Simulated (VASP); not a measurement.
# MgSe (l.bB) (Fm-3m) in VASP: notebook

Runs on MgSe (l.bB). Level: LDA. Tasks: single point.

Program: VASP 6.6.1. These are calculated values, not measurements. Logs are shortened: lines on timing, memory, paths and dates and some standing lists are left out, and cuts for length are marked.

## (1) The cell of the first run

The structure is cubic, space group Fm-3m (No. 225). The conventional cell has a = 5.450 Å, b = 5.450 Å, c = 5.450 Å, α = 90.00°, β = 90.00°, γ = 90.00°. Within 3.6 Å of Mg (site symmetry m-3m) lie 6 Se at 2.73 Å. Se (site symmetry m-3m) has 6 Mg at 2.73 Å within 3.6 Å.

## (2) Single point, LDA

Input file INCAR:

```
SYSTEM = MgSe
PREC = Accurate ; ENCUT = 600
EDIFF = 1E-6 ; ISMEAR = 0
SIGMA = 0.1 ; LREAL = .False.
LASPH = .True. ; NELM = 120
ALGO = Normal ; ISIF = 2
LWAVE = .False. ; LCHARG = .False.
NBANDS = 11 ; GGA_COMPAT = .False.
```

Input file KPOINTS:

```
regular mesh
0
Gamma
  6 6 6
  0 0 0
```

Input file POSCAR:

```
MgSe
1.0
    0.0000000000      2.7250000000      2.7250000000
    2.7250000000      0.0000000000      2.7250000000
    2.7250000000      2.7250000000      0.0000000000
Mg Se
1 1
Direct
    0.0000000000      0.0000000000      0.0000000000
    0.5000000000      0.5000000000      0.5000000000
```

Potentials or basis: VASP PAW LDA potentials, release 64 (Mg, Se).

On the command line:

```sh
$ cat potpaw_LDA.64/Mg/POTCAR potpaw_LDA.64/Se/POTCAR > POTCAR
$ mpirun -np 1 vasp_std > vasp.out
```

OUTCAR:

```text
SYSTEM = MgSe
   PREC = Accurate
   ENCUT = 600
   EDIFF = 1E-6
   ISMEAR = 0
   LREAL = .False.
   LASPH = .True.
   NELM = 120
   ISIF = 2

 ion  position               nearest neighbor table
   1  0.000  0.000  0.000-   2 2.73   2 2.73   2 2.73   2 2.73   2 2.73   2 2.73
   2  0.500  0.500  0.500-   1 2.73   1 2.73   1 2.73   1 2.73   1 2.73   1 2.73

  LATTYP: Found a face centered cubic cell.
 ALAT       =     5.4500000000

  Lattice vectors:

 A1 = (   0.0000000000,   2.7250000000,   2.7250000000)
 A2 = (   2.7250000000,   0.0000000000,   2.7250000000)
 A3 = (   2.7250000000,   2.7250000000,   0.0000000000)

Analysis of symmetry for initial positions (statically):
[... 33 lines left out ...]
                                     Primitive cell

  volume of cell :      40.4697

  direct lattice vectors                    reciprocal lattice vectors
     0.000000000  2.725000000  2.725000000    -0.183486239  0.183486239  0.183486239
     2.725000000  0.000000000  2.725000000     0.183486239 -0.183486239  0.183486239
     2.725000000  2.725000000  0.000000000     0.183486239  0.183486239 -0.183486239

  length of vectors
     3.853731957  3.853731957  3.853731957     0.317807488  0.317807488  0.317807488

  position of ions in fractional coordinates (direct lattice)
     0.000000000  0.000000000  0.000000000
     0.500000000  0.500000000  0.500000000

  ion indices of the primitive-cell ions
   primitive index   ion index
                 1           1
                 2           2

----------------------------------------------------------------------------------------

 KPOINTS: regular mesh

Automatic generation of k-mesh.
 Grid dimensions read from file:
 generate k-points for:    6    6    6

 Generating k-lattice:

  Cartesian coordinates                     Fractional coordinates (reciprocal lattice)
    -0.030581040  0.030581040  0.030581040     0.166666667  0.000000000  0.000000000
     0.030581040 -0.030581040  0.030581040     0.000000000  0.166666667  0.000000000
     0.030581040  0.030581040 -0.030581040     0.000000000  0.000000000  0.166666667

  Length of vectors
     0.052967915  0.052967915  0.052967915

  Shift w.r.t. Gamma in fractional coordinates (k-lattice)
     0.000000000  0.000000000  0.000000000

 Subroutine IBZKPT returns following result:
 ===========================================

 Found     16 irreducible k-points:

 Following reciprocal coordinates:
            Coordinates               Weight
  0.000000  0.000000  0.000000      1.000000
  0.166667  0.000000  0.000000      8.000000
  0.333333  0.000000  0.000000      8.000000
  0.500000  0.000000  0.000000      4.000000
  0.166667  0.166667  0.000000      6.000000
  0.333333  0.166667  0.000000     24.000000
[... 8 lines left out ...]
 -0.333333  0.333333  0.166667     24.000000
 -0.333333  0.500000  0.166667     12.000000
   k-points           NKPTS =     16   k-points in BZ     NKDIM =     16   number of bands    NBANDS=     11
   number of dos      NEDOS =    301   number of ions     NIONS =      2
   total plane-waves  NPLWV =  32768
   dimension x,y,z NGX =    32 NGY =   32 NGZ =   32
   dimension x,y,z NGXF=    64 NGYF=   64 NGZF=   64
   ions per type =               1   1
   NGX,Y,Z   is equivalent  to a cutoff of  13.80, 13.80, 13.80 a.u.
   NGXF,Y,Z  is equivalent  to a cutoff of  27.61, 27.61, 27.61 a.u.
 SYSTEM =  MgSe
   PREC   = accura    normal or accurate (medium, high low for compatibility)
   ISTART =      0    job   : 0-new  1-cont  2-samecut
   ICHARG =      2    charge: 1-file 2-atom 10-const
   ISPIN  =      1    spin polarized calculation?
   LNONCOLLINEAR =      F non collinear calculations
   LSORBIT =      F    spin-orbit coupling
   LASPH  =      T    aspherical Exc in radial PAW
   ENCUT  =  600.0 eV  44.10 Ry    6.64 a.u.   7.70  7.70  7.70*2*pi/ulx,y,z
   NELM   =    120;   NELMIN=  2; NELMDL= -5     # of ELM steps
   EDIFF  = 0.1E-05   stopping-criterion for ELM
   LREAL  =      F    real-space projection
   EDIFFG = 0.1E-04   stopping-criterion for IOM
   NSW    =      0    number of steps for IOM
   IBRION =     -1    ionic relax: 0-MD 1-quasi-New 2-CG
   NFREE  =      0    steps in history (QN), initial steepest desc. (CG)
   ISIF   =      2    stress and relaxation
   ISYM   =      2    0-nonsym 1-usesym 2-fastsym
   POTIM  = 0.5000    time-step for ionic-motion
   TEBEG  =    0.0;   TEEND  =   0.0 temperature during run
   PSTRESS=    0.0 pullay stress
   NELECT =       8.0000    total number of electrons
   NUPDOWN=      -1.0000    fix difference up-down
   EMIN   =  10.00;   EMAX   =-10.00  energy-range for DOS
   EFERMI =   0.00;   METHOD = LEGACY
   ISMEAR =     0;   SIGMA  =   0.10  broadening in eV -4-tet -1-fermi 0-gaus
   EFERMI_NEDOS =   21; number of points for ismear=-14 and -15
   IALGO  =     38    algorithm
   IMIX   =      4    mixing-type and parameters
     AMIX     =   0.40;   BMIX     =  1.00
     AMIX_MAG =   1.60;   BMIX_MAG =  1.00
  volume/ion in A,a.u.               =      20.23       136.55
  Fermi-wavevector in a.u.,A,eV,Ry     =   0.953663  1.802162 12.374136  0.909473
  Thomas-Fermi vector in A             =   2.082339
   LORBIT       =      0    0 simple, 1 ext, 2 COOP (PROOUT), +10 PAW based schemes
   GGA     = CA    functional components
   LHFCALC =     F    Hartree Fock is set to
   AEXX    =    0.0000 exact exchange contribution
   IVDW    =     0    specifies the selected vdW correction
   LEPSILON=     F    determine dielectric tensor
   LRPA    =     F    only Hartree local field effects (RPA)
 non-spin polarized calculation
 Gauss-broadening in eV      SIGMA  =   0.10
  energy-cutoff  :      600.00
  volume of cell :       40.47
 maximum number of plane-waves:      1363
   NGX = 15   NGY = 15   NGZ = 15

 number of electron       8.0000001 magnetization

 Free energy of the ion-electron system (eV)
  ---------------------------------------------------
  ext. energy  EPLUGINS =         0.00000000
  ---------------------------------------------------
  free energy    TOTEN  =        -8.58485480 eV

  energy without entropy =       -8.58485480  energy(sigma->0) =       -8.58485480

 E-fermi :   3.6886     XC(G=0):  -9.7521

 val. band max:        3.1777027925   @ k =   0.0000   0.0000   0.0000
 cond. band min:       4.8230130954   @ k =   0.5000   0.5000   0.0000
 fundamental gap:      1.6453103028
 Fermi energy:         3.6886192041

 k-point     1 :       0.0000    0.0000    0.0000
  band No.  band energies     occupation
      1      -9.7940      2.00000
      2       3.1777      2.00000
      3       3.1777      2.00000
      4       3.1777      2.00000
      5       5.5784      0.00000
      6      10.5346      0.00000
      7      10.5346      0.00000
      8      10.5346      0.00000
      9      13.1149      0.00000
     10      13.1149      0.00000
     11      14.0571      0.00000

 k-point     2 :       0.1667    0.0000    0.0000
  band No.  band energies     occupation
      1      -9.5619      2.00000
      2       1.3097      2.00000
      3       3.0093      2.00000
      4       3.0093      2.00000
      5       6.9130      0.00000
      6      10.2370      0.00000
      7      10.6934      0.00000
      8      10.6934      0.00000
      9      11.9896      0.00000
     10      11.9896      0.00000
     11      13.4910      0.00000

 k-point     3 :       0.3333    0.0000    0.0000
  band No.  band energies     occupation
      1      -9.0111      2.00000
      2      -0.8861      2.00000
      3       2.7213      2.00000
      4       2.7213      2.00000
      5       7.0615      0.00000
      6       9.6235      0.00000
      7       9.6235      0.00000
      8      11.5919      0.00000
      9      12.9786      0.00000
     10      13.8976      0.00000
     11      13.8976      0.00000

 k-point     4 :       0.5000    0.0000    0.0000
  band No.  band energies     occupation
      1      -8.6694      2.00000
      2      -1.8197      2.00000
      3       2.5957      2.00000
      4       2.5957      2.00000
      5       6.8817      0.00000
      6       9.1704      0.00000
      7       9.1704      0.00000
      8      11.6014      0.00000
      9      14.4849      0.00000
     10      16.9230      0.00000
     11      16.9230      0.00000

 k-point     5 :       0.1667    0.1667    0.0000
  band No.  band energies     occupation
      1      -9.4865      2.00000
      2       1.4028      2.00000
      3       2.5971      2.00000
      4       2.5971      2.00000
      5       7.5074      0.00000
      6       9.0666      0.00000
      7       9.9856      0.00000
      8      11.6632      0.00000
      9      11.6632      0.00000
     10      13.5728      0.00000
     11      15.1335      0.00000
[... 99 lines left out ...]
 k-point    13 :       0.5000    0.5000    0.0000
  band No.  band energies     occupation
      1      -8.3477      2.00000
      2      -1.1184      2.00000
      3       1.3779      2.00000
      4       1.3779      2.00000
      5       4.8230      0.00000
      6       7.0640      0.00000
      7      14.7701      0.00000
      8      15.1597      0.00000
      9      15.1597      0.00000
     10      15.7755      0.00000
     11      19.0732      0.00000

 k-point    14 :       0.5000    0.3333    0.1667
  band No.  band energies     occupation
      1      -8.6391      2.00000
      2      -0.7077      2.00000
      3       0.8681      2.00000
      4       1.8505      2.00000
      5       7.4469      0.00000
      6       9.3112      0.00000
      7       9.5791      0.00000
      8      12.2538      0.00000
      9      13.9356      0.00000
     10      16.4051      0.00000
     11      17.3107      0.00000

 k-point    15 :      -0.3333    0.3333    0.1667
  band No.  band energies     occupation
      1      -8.4087      2.00000
      2      -0.9134      2.00000
      3       0.3444      2.00000
      4       1.4581      2.00000
      5       7.6098      0.00000
      6       9.0513      0.00000
      7      11.4023      0.00000
      8      11.4220      0.00000
      9      14.0800      0.00000
     10      15.5452      0.00000
     11      18.2577      0.00000

 k-point    16 :      -0.3333    0.5000    0.1667
  band No.  band energies     occupation
      1      -8.3212      2.00000
      2      -0.6833      2.00000
      3       0.4749      2.00000
      4       0.7434      2.00000
      5       6.6323      0.00000
      6       8.9149      0.00000
      7      11.2373      0.00000
      8      12.5864      0.00000
      9      15.5743      0.00000
     10      16.8866      0.00000
     11      17.6946      0.00000

------------------------ aborting loop because EDIFF is reached ----------------------------------------

  FORCE on cell =-STRESS in cart. coord.  units (eV):
  Direction    XX          YY          ZZ          XY          YZ          ZX
  --------------------------------------------------------------------------------------
  -------------------------------------------------------------------------------------
  Total       -0.5968138     -0.5968138     -0.5968138      0.0000000      0.0000000     -0.0000000
  in kB      -23.6276154    -23.6276154    -23.6276154      0.0000000      0.0000000     -0.0000000
  external PRESSURE =     -23.6276154 kB  Pullay stress =       0.0000000 kB

 VOLUME and BASIS-vectors are now :
 -----------------------------------------------------------------------------
  energy-cutoff  :      600.00
  volume of cell :       40.47
      direct lattice vectors                 reciprocal lattice vectors
     0.000000000  2.725000000  2.725000000    -0.183486239  0.183486239  0.183486239
     2.725000000  0.000000000  2.725000000     0.183486239 -0.183486239  0.183486239
     2.725000000  2.725000000  0.000000000     0.183486239  0.183486239 -0.183486239

 POSITION                                       TOTAL-FORCE (eV/Angst)
 -----------------------------------------------------------------------------------
      0.00000      0.00000      0.00000        -0.000000     -0.000000      0.000000
      2.72500      2.72500      2.72500         0.000000      0.000000      0.000000
 -----------------------------------------------------------------------------------
    total drift:                               -0.000000     -0.000000      0.000000

  FREE ENERGIE OF THE ION-ELECTRON SYSTEM (eV)
  ---------------------------------------------------
  free  energy   TOTEN  =        -8.5848547974 eV

  energy  without entropy=       -8.5848547974  energy(sigma->0) =       -8.58485480
```

Wall time 5.1 s (1 thread of AMD EPYC 9R45 (Zen 5), shared host); peak memory 0.12 GiB.

What came out:

```
Free energy            : -8.5849 eV
Pressure               : -2.4 GPa
Band gap on the k mesh : 1.65 eV, indirect (least direct gap 2.40 eV)
```

Levels at points of the mesh, in eV from the valence-band top:
| k point | band 1 | band 2 | band 3 | band 4 | band 5 | band 6 | band 7 | band 8 |
| --- | --- | --- | --- | --- | --- | --- | --- | --- |
| (0.00, 0.00, 0.00) | -12.97 | 0.00 | 0.00 | 0.00 | 2.40 | 7.36 | 7.36 | 7.36 |
| (0.50, 0.00, 0.00) | -11.85 | -5.00 | -0.58 | -0.58 | 3.70 | 5.99 | 5.99 | 8.42 |
| (0.50, 0.50, 0.00) | -11.53 | -4.30 | -1.80 | -1.80 | 1.65 | 3.89 | 11.59 | 11.98 |

A k mesh can miss the band edges. As with any semilocal functional, this LDA gap is likely too small.

## (3) Single point, LDA

This run uses another cell than the first one, of 19.59 Å³/atom, 0.968 times its volume.

Input file INCAR:

```
PREC = Accurate
ENCUT = 600
EDIFF = 1E-6
ISMEAR = 0
SIGMA = 0.02
LREAL = False
LASPH = True
NELM = 120
ALGO = Normal
ISIF = 2
LWAVE = False
LCHARG = False
NBANDS = 11
GGA_COMPAT = False
```

Input file KPOINTS:

```
Automatic mesh
0
Gamma
  8 8 8
```

Input file POSCAR:

```
MgSe
1.0
    0.0000000000      2.6958605979      2.6958605979
    2.6958605979      0.0000000000      2.6958605979
    2.6958605979      2.6958605979      0.0000000000
Mg Se
1 1
Direct
    0.0000000000      0.0000000000      0.0000000000
    0.5000000000      0.5000000000      0.5000000000
```

Potentials or basis: VASP PAW LDA potentials, release 64 (Mg, Se).

On the command line:

```sh
$ cat potpaw_LDA.64/Mg/POTCAR potpaw_LDA.64/Se/POTCAR > POTCAR
$ mpirun -np 1 vasp_std > vasp.out
```

Wall time 7.7 s (1 thread of AMD EPYC 9R45 (Zen 5), shared host); peak memory 0.12 GiB.

The run converged. Its results:

| Item | Value |
| --- | --- |
| Free energy | -8.6013 eV |
| Pressure | -0.3 GPa |
| Band gap on the k mesh | 1.70 eV, indirect (least direct gap 2.62 eV) |

Levels at points of the mesh, in eV from the valence-band top:
| k point | band 1 | band 2 | band 3 | band 4 | band 5 | band 6 | band 7 | band 8 |
| --- | --- | --- | --- | --- | --- | --- | --- | --- |
| (0.00, 0.00, 0.00) | -13.16 | 0.00 | 0.00 | 0.00 | 2.62 | 7.35 | 7.35 | 7.35 |
| (0.50, 0.00, 0.00) | -11.95 | -5.18 | -0.62 | -0.62 | 3.75 | 6.04 | 6.04 | 8.67 |
| (0.50, 0.50, 0.00) | -11.61 | -4.47 | -1.88 | -1.88 | 1.70 | 3.79 | 11.91 | 12.29 |

A k mesh can miss the band edges. As with any semilocal functional, this LDA gap is likely too small.

[end of part 1 of 2]
